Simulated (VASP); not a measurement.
A run of VASP 6.6.1:

The input INCAR:

```
SYSTEM = H
PREC = Accurate
ENCUT = 520
EDIFF = 1E-6
ISMEAR = -1
SIGMA = 0.05
LREAL = Auto
LASPH = .True.
NELM = 80
ALGO = Normal
ISIF = 2
LWAVE = .False.
LCHARG = .True.
GGA = PE
IVDW = 12
LELF = .True.
LVHAR = .True.
NBANDS = 30
```

The input KPOINTS:

```
regular mesh
0
Gamma
  1 1 1
  0 0 0
```

The input POSCAR:

```
H
1.0
    6.6038540000      0.0000000000      0.0000000000
    0.0000000000      6.6038540000      0.0000000000
    0.0000000000      0.0000000000      6.6038540000
H
24
Direct
    0.1879811395      1.2336735488      0.5708333346
    0.1548035435      1.1895175151      0.6743637882
    1.2177888851      0.8613455113      0.2264283856
    1.2000113873      0.9677833580      0.2790037454
    0.5484221789      0.9941467513      0.0399160854
    0.5047204254      0.9794280734     -0.0707011391
    0.8897380227      0.6237872612      0.5463627754
    0.8493525145      0.5432433848      0.6153073645
    0.7439140841      0.4693925699      1.0873196167
    0.7522728395      0.5816149176      1.0827162442
    0.6299806144      0.2944795569      0.7260911583
    0.5508147212      0.2305017646      0.6755752020
   -0.0775910552     -0.0228502932      0.9134665909
   -0.0030588199      0.0576632978      0.9221736277
    0.1680079541      0.3644538477      0.0814827221
    0.0777273392      0.3832610473      0.0168235094
    0.7606618802      0.1276375886      0.2854999520
    0.6494540915      0.1323318171      0.3144830276
    0.5157897192      0.7346013404      0.4668486008
    0.5053412750      0.8465359773      0.4898200354
    0.2481429783      0.6571768546      0.6703055519
    0.1811669368      0.7398255625      0.7091616502
    0.4443768745      0.3738725902      0.3822313455
    0.3699354952      0.4461182818      0.3482057598
```

Potentials or basis: VASP PAW PBE potentials, release 64 (H).

Run with:

```sh
$ cat potpaw_PBE.64/H/POTCAR > POTCAR
$ mpirun -np 1 vasp_gam > vasp.out
```

Hardware: 1 thread of AMD EPYC 9R45 96-Core Processor (Zen 5), on a shared host.

Estimate the wall time of this run.

Wall time 11 s on 1 thread of AMD EPYC 9R45 96-Core Processor (Zen 5), with other jobs on the host, peak memory 0.28 GiB. Counts: scf iterations 12, k points 1.
